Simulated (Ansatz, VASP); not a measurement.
## BP: VASP beside Ansatz

The input POSCAR:

```
BP
1.0
    0.0000000000      2.2690000000      2.2690000000
    2.2690000000      0.0000000000      2.2690000000
    2.2690000000      2.2690000000      0.0000000000
P B
1 1
Direct
    0.7500000000      0.7500000000      0.7500000000
    0.0000000000      0.0000000000      0.0000000000
```

File INCAR.step1:

```
SYSTEM = BP
  PREC = Accurate
  ENCUT = 600
  EDIFF = 1E-5
  ISMEAR = -1
  SIGMA = 0.05
  LREAL = .FALSE.
  LASPH = .TRUE.
  NELM = 100
  ALGO = Normal
  LWAVE = .TRUE.
  LCHARG = .FALSE.
  GGA = PE
  NBANDS = 11
```

File INCAR.step2:

```
SYSTEM = BP
  PREC = Accurate
  ENCUT = 600
  EDIFF = 1E-6
  ISMEAR = -1
  SIGMA = 0.05
  LREAL = .FALSE.
  LASPH = .TRUE.
  NELM = 100
  ALGO = Normal
  ISIF = 3
  LWAVE = .FALSE.
  LCHARG = .FALSE.
  GGA = PS
  LHFCALC = .TRUE.
  AEXX = 0.25
  PRECFOCK = Normal
  IBRION = 2
  NSW = 60
  EDIFFG = -0.01
  ISTART = 1
```

KPOINTS

```
regular mesh
0
G
  5 5 5
  0 0 0
```

Contents of input.yaml:

```yaml
crystal:
  lattice:
    - [0.0, 2.269, 2.269]
    - [2.269, 0.0, 2.269]
    - [2.269, 2.269, 0.0]
  atoms:
    - { symbol: P, position: [0.75, 0.75, 0.75] }
    - { symbol: B, position: [0.0, 0.0, 0.0] }
hamiltonian:
  xc: { exchange: pbesol, correlation: pbesol, exx: { coeff: 0.25 } }
  pseudopotentials: { kind: paw }
kpoints:
  mp_grid: { grid: [5, 5, 5] }
scf:
  occupations: { method: fermi_dirac, width: 0.05 }
output:
  forces: true
  stress: true
relax:
  f_tol: 0.01
  max_steps: 40
  cell: { stress_tol: 0.05 }
```

Alike in both runs: task relaxation of cell and atoms; functional PBEsol-based global hybrid; k mesh 5 × 5 × 5; occupations fermi-dirac, width 0.05 eV; no spin polarisation.

|  | VASP | Ansatz |
| --- | --- | --- |
| version | VASP 6.6.1 | Ansatz 0.2.0 |
| potentials or method | VASP PAW PBE potentials, release 64 (P, B) | Ansatz PAW |
| plane-wave cutoff (eV) | 600 | 420 |
| valence electrons in the cell | 8 | 8 |

|  | VASP | Ansatz | Ansatz less VASP |
| --- | --- | --- | --- |
| gap on the k mesh at the Fermi level, each at its own relaxed structure (eV) | 2.62 | 2.59 | -0.034 |
| relaxed volume (Å³/atom) | 11.43 | 11.45 | +0.023 |
| relaxed cell length with the largest relative difference (Å) | 3.186 | 3.188 | +0.0022 |

VASP's potentials were made for PBE, not for PBEsol-based global hybrid.

The k mesh is coarse, so the values compare programs but aren't converged. Noted on Ansatz's run: odd divisions of the mesh miss points on the zone boundary, where band edges often lie, so the gap on the mesh can be too wide; the plane-wave basis is chosen anew once the cell has moved, so the energies of steps on either side of that aren't comparable.
